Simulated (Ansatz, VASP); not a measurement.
Two plane-wave programs on Ge5P

File INCAR:

```
PREC = Accurate ; ENCUT = 600
EDIFF = 1E-7 ; ISMEAR = 0
SIGMA = 0.1 ; LREAL = F
LASPH = T ; NELM = 100
ALGO = Normal ; ISIF = 3
LWAVE = F ; LCHARG = F
GGA = PE ; IBRION = 2
NSW = 90 ; EDIFFG = -0.04
```

Contents of KPOINTS:

```
Automatic mesh
0
Gamma
  3 3 4
```

Contents of POSCAR:

```
Ge5P
1.0
    5.7585546500      0.0000000000      0.0000000000
   -2.8792773200      4.9870546100      0.0000000000
    0.0000000000      0.0000000000      5.4067585800
Ge P
5 1
Direct
    0.6825739700      0.0000000000      0.0000000000
    0.0000000000      0.6825739700      0.0000000000
    0.3174260300      0.3174260300      0.0000000000
    0.3333333300      0.6666666700      0.5000000000
    0.6666666700      0.3333333300      0.5000000000
    0.0000000000      0.0000000000      0.5000000000
```

Input for Ansatz:

```yaml
crystal:
  lattice:
    - [5.75855465, 0.0, 0.0]
    - [-2.87927732, 4.98705461, 0.0]
    - [0.0, 0.0, 5.40675858]
  atoms:
    - { symbol: Ge, position: [0.68257397, 0.0, 0.0] }
    - { symbol: Ge, position: [0.0, 0.68257397, 0.0] }
    - { symbol: Ge, position: [0.31742603, 0.31742603, 0.0] }
    - { symbol: Ge, position: [0.33333333, 0.66666667, 0.5] }
    - { symbol: Ge, position: [0.66666667, 0.33333333, 0.5] }
    - { symbol: P, position: [0.0, 0.0, 0.5] }
basis:
  ecutwfc: 420
kpoints:
  mp_grid: { grid: [3, 3, 4] }
hamiltonian:
  xc: pbe
scf:
  occupations: { method: gaussian, width: 0.1 }
  lower_state_search: "off"
output:
  forces: true
  stress: true
  eigenvalues: true
relax:
  adjacent_minimum: "off"
  f_tol: 0.04
  max_steps: 70
  cell: { stress_tol: 0.4 }
```

Change from the starting cell: species swapped into the Sr5Mg type (P-62m, No. 189).

Alike in both runs: task relaxation of cell and atoms; functional PBE; k mesh 3 × 3 × 4; occupations gaussian, width 0.1 eV; no spin polarisation.

|  | VASP | Ansatz |
| --- | --- | --- |
| version | VASP 6.6.1 | Ansatz 0.2.0 |
| potentials or method | VASP PAW PBE potentials, release 64 (Ge_d, P), cutoff 600 eV | scalar-relativistic, plane waves, PAW |
| valence electrons in the cell | 75 | 75 |

Ansatz gave:

| Quantity | Value |
| --- | --- |
| gap on the k mesh at the Fermi level, each at its own relaxed structure (eV) | none |
| relaxed volume (Å³/atom) | 18.52 |
| relaxed cell length with the largest relative difference (Å) | 4.998 |

Problem. Which values does VASP return?

Solution. gap on the k mesh at the Fermi level, each at its own relaxed structure (eV): none; relaxed volume (Å³/atom): 18.52; relaxed cell length with the largest relative difference (Å): 4.994.

A gap of «none» marks a metal or a gap that the smearing closes.

The k mesh is coarse, so the values compare programs but aren't converged. Noted on VASP's run: the volume moved by over 15 % at a fixed basis, so the end points are rough.
